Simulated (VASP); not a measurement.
Write the native input for VASP 6.6.1 that does the following.

* Task: single point
* Functional: PBE
* Potentials or basis: VASP PAW PBE potentials, release 64 (P)
* Cutoff: 520 eV
* k mesh: 14 × 14 × 11
* Occupations: fermi-dirac, width 0.1 eV
* Spin: no spin polarisation
* Dipole correction: no
* Further INCAR settings: ALGO = Normal; EDIFF = 1e-06; NBANDS = 12

The structure of P lies in POSCAR:

```
P
1.0
   -2.6507588435      2.9977058706      1.2654755613
    2.9977058706     -2.6507588435      1.2654755613
    2.2968358160      2.2968358160     -0.6300414457
P
2
Direct
    0.9668659313      0.0331340687      1.0000000000
    0.7831340687      0.2168659313      0.5000000000
```

One way to write it, as run:

INCAR

```
SYSTEM = P
PREC     = Accurate       ! precision mode
ENCUT    = 520            ! plane-wave cutoff, eV
EDIFF    = 1E-6           ! SCF threshold, eV
ISMEAR   = -1             ! smearing method
SIGMA    = 0.1            ! smearing width, eV
LREAL    = .FALSE.        ! projectors in reciprocal space
LASPH    = .TRUE.         ! aspherical terms in the spheres
NELM     = 60             ! most SCF steps
ALGO     = Normal         ! electronic algorithm
ISIF     = 2              ! what is computed and relaxed
LWAVE    = .FALSE.        ! write WAVECAR
LCHARG   = .TRUE.         ! write CHGCAR
GGA      = PE             ! functional
LELF     = .TRUE.         ! ELF
LVHAR    = .TRUE.       
NBANDS   = 12             ! bands
```

KPOINTS

```
regular mesh
0
G
  14 14 11
  0 0 0
```

Potentials or basis: VASP PAW PBE potentials, release 64 (P).

Launch:

```bash
$ cat potpaw_PBE.64/P/POTCAR > POTCAR
$ mpirun -np 1 vasp_std > vasp.out
```

It gave:

```yaml
Pressure: 3.4 GPa
Largest_force: 0.299 eV/Å
Band_gap_on_the_k_mesh: zero (bands 5 and 6 overlap by 8.15 eV)
```

Caveat: the cell stands under pressure.

Wall time 86 s on 1 thread of Intel(R) Xeon(R) 6975P-C (Granite Rapids), with other jobs on the host, peak memory 0.3 GiB.
